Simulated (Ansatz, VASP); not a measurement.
**TaPb: VASP beside Ansatz**

INCAR

```
PREC = Accurate
ENCUT = 500
EDIFF = 1E-7
ISMEAR = 0
SIGMA = 0.1
LREAL = F
LASPH = T
NELM = 120
ALGO = Normal
ISIF = 3
LWAVE = F
LCHARG = F
GGA = PE
IBRION = 2
NSW = 90
EDIFFG = -0.04
GGA_COMPAT = F
NELMIN = 4
```

The input KPOINTS:

```
Automatic mesh
0
Gamma
  6 6 4
```

The input POSCAR:

```
TaPb
1.0
    3.3605235751      0.0000000000      0.0000000000
    0.0000000000      3.3605235751      0.0000000000
    0.0000000000      0.0000000000      4.4046862573
Ta Pb
1 1
Direct
    0.5000000000      0.5000000000      0.5000000000
    0.0000000000      0.0000000000      0.0000000000
```

Input for Ansatz:

```yaml
crystal:
  lattice:
    - [3.3605235751, 0.0, 0.0]
    - [0.0, 3.3605235751, 0.0]
    - [0.0, 0.0, 4.4046862573]
  atoms:
    - { symbol: Ta, position: [0.5, 0.5, 0.5] }
    - { symbol: Pb, position: [0.0, 0.0, 0.0] }
basis:
  ecutwfc: 420
kpoints:
  mp_grid: { grid: [6, 6, 4] }
hamiltonian:
  xc: pbe
scf:
  occupations: { method: gaussian, width: 0.1 }
  lower_state_search: "off"
output:
  forces: true
  stress: true
  eigenvalues: true
relax:
  adjacent_minimum: "off"
  f_tol: 0.04
  max_steps: 70
  cell: { stress_tol: 0.4 }
```

Alike in both runs: task relaxation of cell and atoms; functional PBE; k mesh 6 × 6 × 4; occupations gaussian, width 0.1 eV; no spin polarisation.

|  | VASP | Ansatz |
| --- | --- | --- |
| version | VASP 6.6.1 | Ansatz 0.2.0 |
| potentials or method | VASP PAW PBE potentials, release 64 (Ta_sv_GW, Pb_d), cutoff 500 eV | scalar-relativistic, plane waves, PAW |
| valence electrons in the cell | 27 | 27 |

```csv
,VASP,Ansatz,Ansatz less VASP
"gap on the k mesh at the Fermi level, each at its own relaxed structure (eV)",none,none,-
relaxed volume (Å³/atom),21.32,21.40,+0.077
relaxed length of the cell vector where the two differ most in proportion (Å),3.365,3.370,+0.0049
```

A gap of «none» marks a metal or a gap that the smearing closes.

Spin-orbit coupling is off throughout.
